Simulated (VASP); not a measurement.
# WS2 in VASP: notebook, part 2 of 2

VASP 6.6.1. The steps go on from the part before.

### 5 Single point, PBE (one atom moved)

The input, INCAR:

```
PREC = Accurate ; ENCUT = 520
EDIFF = 1E-7 ; ISMEAR = 0
SIGMA = 0.02 ; LREAL = F
LASPH = T ; NELM = 60
ALGO = Normal ; ISIF = 2
LWAVE = F ; LCHARG = F
GGA = PE ; NBANDS = 35
```

The input, KPOINTS:

```
Automatic mesh
0
Gamma
  12 12 4
```

The input, POSCAR:

```
WS2
1.0
    3.1799996605      0.0000000000      0.0000000000
   -1.5899998303      2.7539604900      0.0000000000
    0.0000000000      0.0000000000     12.5000000000
W S
2 4
Direct
    0.3333333333      0.6666666667      0.2500000000
    0.6666666667      0.3333333333      0.7500000000
    0.3333333333      0.6666666667      0.6272000000
    0.6666666667      0.3333333333      0.1200000000
    0.3333333333      0.6666666667      0.8800000000
    0.6666666667      0.3333333333      0.3800000000
```

Potentials or basis: VASP PAW PBE potentials, release 64 (W_sv, S).

Started as:

```bash
cat potpaw_PBE.64/W_sv/POTCAR potpaw_PBE.64/S/POTCAR > POTCAR
mpirun -np 1 vasp_std > vasp.out
```

OUTCAR:

```text
PREC = Accurate
   ENCUT = 520
   EDIFF = 1E-7
   ISMEAR = 0
   LREAL = F
   LASPH = T
   NELM = 60
   ISIF = 2
   GGA = PE

 ion  position               nearest neighbor table
   1  0.333  0.667  0.250-   4 2.45   6 2.45   4 2.45   6 2.45   4 2.45   6 2.45
   2  0.667  0.333  0.750-   3 2.39   3 2.39   3 2.39   5 2.45   5 2.45   5 2.45
   3  0.333  0.667  0.627-   2 2.39   2 2.39   2 2.39
   4  0.667  0.333  0.120-   1 2.45   1 2.45   1 2.45
   5  0.333  0.667  0.880-   2 2.45   2 2.45   2 2.45
   6  0.667  0.333  0.380-   1 2.45   1 2.45   1 2.45

  LATTYP: Found a hexagonal cell.
 ALAT       =     3.1799996605
 C/A-ratio  =     3.9308180297

  Lattice vectors:

 A1 = (   3.1799996605,   0.0000000000,   0.0000000000)
 A2 = (  -1.5899998303,   2.7539604900,   0.0000000000)
 A3 = (   0.0000000000,   0.0000000000,  12.5000000000)

Analysis of symmetry for initial positions (statically):
=====================================================================
 Subroutine PRICEL returns:
 Original cell was already a primitive cell.

 Routine SETGRP: Setting up the symmetry group for a
 hexagonal supercell.

 Subroutine GETGRP returns: Found  6 space group operations
 (whereof  6 operations were pure point group operations)
 out of a pool of 24 trial point group operations.

The static configuration has the point symmetry C_3v.

Analysis of symmetry for dynamics (positions and initial velocities):
=====================================================================
 Subroutine PRICEL returns:
 Original cell was already a primitive cell.

 Routine SETGRP: Setting up the symmetry group for a
 hexagonal supercell.

 Subroutine GETGRP returns: Found  6 space group operations
 (whereof  6 operations were pure point group operations)
 out of a pool of 24 trial point group operations.

The dynamic configuration has the point symmetry C_3v.

 Subroutine INISYM returns: Found  6 space group operations
 (whereof  6 operations are pure point group operations),
 and found     1 'primitive' translations
[... 125 lines left out ...]
  Fermi-wavevector in a.u.,A,eV,Ry     =   1.277353  2.413848 22.199692  1.631631
  Thomas-Fermi vector in A             =   2.409958
   LORBIT       =      0    0 simple, 1 ext, 2 COOP (PROOUT), +10 PAW based schemes
   GGA     = PE    functional components
   LHFCALC =     F    Hartree Fock is set to
   AEXX    =    0.0000 exact exchange contribution
   IVDW    =     0    specifies the selected vdW correction
   LEPSILON=     F    determine dielectric tensor
   LRPA    =     F    only Hartree local field effects (RPA)
 non-spin polarized calculation
 Gauss-broadening in eV      SIGMA  =   0.02
  energy-cutoff  :      520.00
  volume of cell :      109.47
 maximum number of plane-waves:      2976
   NGX = 11   NGY = 11   NGZ = 47

 number of electron      52.0000005 magnetization

 Free energy of the ion-electron system (eV)
  ---------------------------------------------------
  ext. energy  EPLUGINS =         0.00000000
  ---------------------------------------------------
  free energy    TOTEN  =       -47.18824046 eV

  energy without entropy =      -47.18824046  energy(sigma->0) =      -47.18824046

 E-fermi :   7.3355     XC(G=0): -10.8251

 val. band max:        7.0300685893   @ k =   0.0000   0.0000   0.0000
 cond. band min:       8.0289921759   @ k =   0.1667   0.1667   0.0000
 fundamental gap:      0.9989235865
 Fermi energy:         7.3355229302

 k-point     1 :       0.0000    0.0000    0.0000
  band No.  band energies     occupation
      1     -67.5559      2.00000
      2     -67.5438      2.00000
      3     -31.7765      2.00000
      4     -31.7687      2.00000
      5     -31.6234      2.00000
      6     -31.6234      2.00000
[... 901 lines left out ...]
     34      10.1133      0.00000
     35      13.3210      0.00000

 [... further k-points ...]

------------------------ aborting loop because EDIFF is reached ----------------------------------------

  FORCE on cell =-STRESS in cart. coord.  units (eV):
  Direction    XX          YY          ZZ          XY          YZ          ZX
  --------------------------------------------------------------------------------------
  -------------------------------------------------------------------------------------
  Total       -0.4683237     -0.4683237     -2.2022218      0.0000000     -0.0000000      0.0000000
  in kB       -6.8542806     -6.8542806    -32.2312284      0.0000000     -0.0000000      0.0000000
  external PRESSURE =     -15.3132632 kB  Pullay stress =       0.0000000 kB

 VOLUME and BASIS-vectors are now :
 -----------------------------------------------------------------------------
  energy-cutoff  :      520.00
  volume of cell :      109.47
      direct lattice vectors                 reciprocal lattice vectors
     3.179999661  0.000000000  0.000000000     0.314465442  0.181556708  0.000000000
    -1.589999830  2.753960490  0.000000000     0.000000000  0.363113416  0.000000000
     0.000000000  0.000000000 12.500000000     0.000000000  0.000000000  0.080000000

 POSITION                                       TOTAL-FORCE (eV/Angst)
 -----------------------------------------------------------------------------------
     -0.00000      1.83597      3.12500        -0.000000      0.000000      0.004910
      1.59000      0.91799      9.37500        -0.000000      0.000000      1.393542
     -0.00000      1.83597      7.84000         0.000000     -0.000000     -0.517025
      1.59000      0.91799      1.50000         0.000000     -0.000000      1.055775
     -0.00000      1.83597     11.00000         0.000000     -0.000000     -0.907915
      1.59000      0.91799      4.75000         0.000000      0.000000     -1.029287
 -----------------------------------------------------------------------------------
    total drift:                                0.000000     -0.000000      0.000011

  FREE ENERGIE OF THE ION-ELECTRON SYSTEM (eV)
  ---------------------------------------------------
  free  energy   TOTEN  =       -47.1882404596 eV

  energy  without entropy=      -47.1882404596  energy(sigma->0) =      -47.18824046
```

OSZICAR:

```text
N       E                     dE             d eps       ncg     rms          rms(c)
DAV:   1     0.505981777786E+03    0.50598E+03   -0.28428E+04  5318   0.148E+03
DAV:   2    -0.171754407683E+02   -0.52316E+03   -0.50548E+03  5646   0.407E+02
DAV:   3    -0.492148858733E+02   -0.32039E+02   -0.31495E+02  6035   0.951E+01
DAV:   4    -0.500068353435E+02   -0.79195E+00   -0.78819E+00  5851   0.157E+01
DAV:   5    -0.500228173769E+02   -0.15982E-01   -0.15972E-01  5901   0.239E+00    0.357E+01
DAV:   6    -0.476157181374E+02    0.24071E+01   -0.89980E+00  5453   0.200E+01    0.154E+01
DAV:   7    -0.473754980657E+02    0.24022E+00   -0.31689E+00  5208   0.933E+00    0.666E+00
DAV:   8    -0.471875476469E+02    0.18795E+00   -0.46467E-01  5465   0.478E+00    0.220E+00
DAV:   9    -0.471914024478E+02   -0.38548E-02   -0.63874E-02  5757   0.129E+00    0.114E+00
DAV:  10    -0.471881781537E+02    0.32243E-02   -0.17296E-02  5658   0.865E-01    0.335E-01
DAV:  11    -0.471882361961E+02   -0.58042E-04   -0.15699E-03  5494   0.236E-01    0.849E-02
DAV:  12    -0.471882113302E+02    0.24866E-04   -0.16294E-04  5692   0.708E-02    0.438E-02
DAV:  13    -0.471882293584E+02   -0.18028E-04   -0.32361E-05  5606   0.312E-02    0.251E-02
DAV:  14    -0.471882389583E+02   -0.95999E-05   -0.98267E-06  5333   0.181E-02    0.847E-03
DAV:  15    -0.471882402842E+02   -0.13259E-05   -0.19965E-06  5103   0.684E-03    0.488E-03
DAV:  16    -0.471882404298E+02   -0.14560E-06   -0.47225E-07  4960   0.414E-03    0.127E-03
DAV:  17    -0.471882404596E+02   -0.29795E-07   -0.71437E-08  3803   0.149E-03
   1 F= -.47188240E+02 E0= -.47188240E+02  d E =-.977887-106
```

It took 5.5 min on 1 thread of Intel Xeon 8259CL, shared host; peak memory 0.36 GiB.

What came out:

```yaml
Free_energy: -47.1882 eV
Pressure: -1.5 GPa
Largest_force: 1.394 eV/Å
Band_gap_on_the_k_mesh: 1.00 eV (least direct gap 1.72 eV)
```

Forces on the atoms (eV/Å):
```
W    0.000  0.000  0.005
W    0.000  0.000  1.394
S    0.000  0.000 -0.517
S    0.000  0.000  1.056
S    0.000  0.000 -0.908
S    0.000  0.000 -1.029
```

Stress tensor (GPa, compression positive):
```
-0.69  0.00  0.00
 0.00 -0.69  0.00
 0.00  0.00 -3.22
```

Caveat: the cell differs from its parent crystal (one atom moved); spin-orbit coupling is left out, which moves the levels of the heavy elements; this functional lacks dispersion, which binds the layers, so the pressure and a relaxed spacing across them are unreliable; forces of over 1 eV/Å act on the atoms, so gaps and moduli don't describe the material at rest. A k mesh can miss the band edges.

### 6 Single point, PBE

This run uses another cell than the first one, of 20.61 Å³/atom.

The input, INCAR:

```
ALGO = Normal
EDIFF = 1E-6
ENCUT = 520
GGA = PE
ISIF = 2
ISMEAR = 0
LASPH = T
LCHARG = F
LREAL = F
LWAVE = F
NBANDS = 35
NELM = 80
PREC = Accurate
SIGMA = 0.1
```

The input, KPOINTS:

```
k-points
0
Gamma
  6 6 2
```

The input, POSCAR:

```
WS2
1.0
    3.1881963069      0.0000000000      0.0000000000
   -1.5940981535      2.7610589941      0.0000000000
    0.0000000000      0.0000000000     14.0444431506
W S
2 4
Direct
    0.3333333333      0.6666666667      0.2500000000
    0.6666666667      0.3333333333      0.7500000000
    0.3333333333      0.6666666667      0.6381432260
    0.6666666667      0.3333333333      0.1381432260
    0.3333333333      0.6666666667      0.8618567740
    0.6666666667      0.3333333333      0.3618567740
```

Potentials or basis: VASP PAW PBE potentials, release 64 (W_sv, S).

Started as:

```bash
cat potpaw_PBE.64/W_sv/POTCAR potpaw_PBE.64/S/POTCAR > POTCAR
mpirun -np 1 vasp_std > vasp.out
```

Run time: 95 s. Hardware: 1 thread of Intel Xeon 8259CL, shared host; peak memory 0.25 GiB.

The run converged. Its results:

| Item | Value |
| --- | --- |
| Free energy | -47.3560 eV |
| Pressure | 0.0 GPa |
| Band gap on the k mesh | 1.53 eV (least direct gap 1.78 eV) |

Stress tensor (GPa, compression positive):
```
-0.03  0.00  0.00
 0.00 -0.03  0.00
 0.00  0.00  0.11
```

Levels at points of the mesh, in eV from the valence-band top:
| k point | band 23 | band 24 | band 25 | band 26 | band 27 | band 28 | band 29 | band 30 |
| --- | --- | --- | --- | --- | --- | --- | --- | --- |
| (0.00, 0.00, 0.00) | -1.89 | -1.89 | -0.59 | 0.00 | 2.59 | 2.59 | 2.59 | 2.59 |
| (0.50, 0.00, 0.00) | -1.57 | -1.54 | -1.22 | -1.19 | 2.55 | 2.56 | 2.95 | 3.05 |
| (0.00, 0.00, 0.50) | -1.89 | -1.89 | -0.23 | -0.23 | 2.59 | 2.59 | 2.59 | 2.59 |
| (0.50, 0.00, 0.50) | -1.56 | -1.56 | -1.21 | -1.21 | 2.56 | 2.56 | 3.00 | 3.00 |

Caveat: spin-orbit coupling is left out, which moves the levels of the heavy elements; this functional lacks dispersion, which binds the layers, so the pressure and a relaxed spacing across them are unreliable. A k mesh can miss the band edges.

### 7 Summary

```csv
cell,k mesh,smearing,gap on the mesh (eV),pressure (GPa),largest force (eV/Å)
"a = 3.185, b = 3.185, c = 11.770 Å, angles 90.0, 90.0, 120.0°, 6 atoms, atomic positions A",12 × 12 × 4,gaussian 0.02 eV,0.75,2.7,0.14
"a = 3.180, b = 3.180, c = 12.500 Å, angles 90.0, 90.0, 120.0°, 6 atoms, atomic positions B",12 × 12 × 4,gaussian 0.02 eV,1.01,-3.7,1.05
"a = 3.152, b = 3.152, c = 13.140 Å, angles 90.0, 90.0, 120.0°, 6 atoms, atomic positions C",12 × 12 × 4,gaussian 0.02 eV,0.59,-16.4,3.63
"a = 3.180, b = 3.180, c = 12.500 Å, angles 90.0, 90.0, 120.0°, 6 atoms, atomic positions D",12 × 12 × 4,gaussian 0.02 eV,1.00,-1.5,1.39
"a = 3.188, b = 3.188, c = 14.044 Å, angles 90.0, 90.0, 120.0°, 6 atoms, atomic positions E",6 × 6 × 2,gaussian 0.1 eV,1.53,0.0,-
```

Alike in all rows: task single point; level PBE; potentials or basis VASP PAW PBE potentials, release 64 (W_sv, S); no spin polarisation; cutoff (eV) 520.

Caveats: spin-orbit coupling is left out, which moves the levels of the heavy elements; this functional lacks dispersion, which binds the layers, so the pressure and a relaxed spacing across them are unreliable (at least some runs); forces of over 1 eV/Å act on the atoms, so gaps and moduli don't describe the material at rest (at least some runs); the cell stands under tension (at least some runs).

Total energies depend on the potentials used, so only differences within one code and one set of settings carry meaning.
